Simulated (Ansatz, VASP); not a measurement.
# Two plane-wave programs on BaTiO3

```xyz
5
Lattice="2.8632 1.6531 2.3563 -2.8632 1.6531 2.3563 0.0000 -3.3061 2.3563" Properties=species:S:1:pos:R:3 pbc="T T T"
Ba    0.0000    0.0000    0.0246
Ti    0.0000    0.0000    3.6596
O    -1.4011    0.8089    4.5946
O     0.0000   -1.6178    4.5946
O     1.4011    0.8089    4.5946
```

Alike in both runs: functional PBE; k mesh 6 × 6 × 6; occupations gaussian, width 0.02 eV; no spin polarisation.

Ansatz relaxed the structure, and its values are those at the end. VASP's run is a single point on that final structure, the one shown.

|  | VASP | Ansatz |
| --- | --- | --- |
| version | VASP 6.6.1 | Ansatz 0.2.0 |
| potentials or method | VASP PAW PBE potentials, release 64 (Ba_sv, Ti_sv, O), cutoff 520 eV | scalar-relativistic, plane waves, PAW |
| valence electrons in the cell | 40 | 40 |

|  | VASP | Ansatz | Ansatz less VASP |
| --- | --- | --- | --- |
| gap on the k mesh at the Fermi level (eV) | 2.59 | 2.63 | +0.044 |
| least direct gap on the mesh (eV) | 3.13 | 3.14 | +0.009 |
| pressure (GPa) | 1.6 | 0.0 | -1.58 |
| rms of the force components (eV/Å) | 0.037 | 0.001 | -0.0360 |

Neither program's run includes spin-orbit coupling.
